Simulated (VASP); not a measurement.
Here is a VASP 6.6.1 calculation.

Contents of INCAR:

```
  PREC = Accurate
  ENCUT = 520
  EDIFF = 1E-6
  ISMEAR = 0
  SIGMA = 0.1
  LREAL = F
  LASPH = T
  NELM = 80
  ALGO = Fast
  ISIF = 2
  LWAVE = F
  LCHARG = F
  GGA = CA
  NBANDS = 24
```

The input KPOINTS:

```
regular mesh
0
Gamma
  12 12 12
```

The input POSCAR:

```
Au
1.0
    3.9819548375      0.0000000000      0.0000000000
    0.0000000000      3.9819548375      0.0000000000
    0.0000000000      0.0000000000      3.9819548375
Au
3
Direct
    0.5000000000      0.0000000000      0.0000000000
    0.0000000000      0.5000000000      0.0000000000
    0.0000000000      0.0000000000      0.5000000000
```

Potentials or basis: VASP PAW LDA potentials, release 64 (Au).

Launch:

```console
$ cat potpaw_LDA.64/Au/POTCAR > POTCAR
$ mpirun -np 1 vasp_std > vasp.out
```

Problem. Predict the pressure.

Solution. -9.8 GPa.
